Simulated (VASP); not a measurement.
Set up this calculation in VASP 6.6.1, as the native input.

```yaml
Task: single point
Functional: LDA
Potentials_or_basis: VASP PAW LDA potentials, release 64 (Te, Sn_d, Cd)
Cutoff: 520 eV
k_mesh: 6 × 6 × 6
Occupations: gaussian, width 0.1 eV
Spin: no spin polarisation
Dipole_correction: no
Further_INCAR_settings: ALGO = Normal; EDIFF = 1e-06; NBANDS = 27
```

The structure of CdSnTe2 lies in POSCAR:

```
CdSnTe2
1.0
    2.2419870046      1.2944118006      7.1076178158
   -2.2419870046      1.2944118006      7.1076178158
    0.0000000000     -2.5888236013      7.1076178158
Te Sn Cd
2 1 1
Direct
    0.2544020000      0.2544020000      0.2544020000
    0.7455980000      0.7455980000      0.7455980000
    0.5000000000      0.5000000000      0.5000000000
    0.0000000000      0.0000000000      0.0000000000
```

The input as run:

INCAR

```
SYSTEM = CdSnTe2
PREC = Accurate
ENCUT = 520
EDIFF = 1E-6
ISMEAR = 0
SIGMA = 0.1
LREAL = .False.
LASPH = .True.
NELM = 100
ALGO = Normal
ISIF = 2
LWAVE = .False.
LCHARG = .False.
NBANDS = 27
```

KPOINTS

```
regular mesh
0
Gamma
  6 6 6
  0 0 0
```

Potentials or basis: VASP PAW LDA potentials, release 64 (Te, Sn_d, Cd).

Run with:

```bash
$ cat potpaw_LDA.64/Te/POTCAR potpaw_LDA.64/Sn_d/POTCAR potpaw_LDA.64/Cd/POTCAR > POTCAR
$ mpirun -np 1 vasp_std > vasp.out
```

It gave:

```yaml
Pressure: -4.1 GPa
Largest_force: 0.073 eV/Å
Band_gap_on_the_k_mesh: zero (band 19 reaches 5.02 eV, above the bottom of band 20 at 4.51 eV)
```

Caveat: spin-orbit coupling is left out, which moves the levels of the heavy elements.

Run time: 2.9 min on 1 thread of Intel(R) Xeon(R) Platinum 8488C (Sapphire Rapids), on a shared host, peak memory 0.39 GiB.
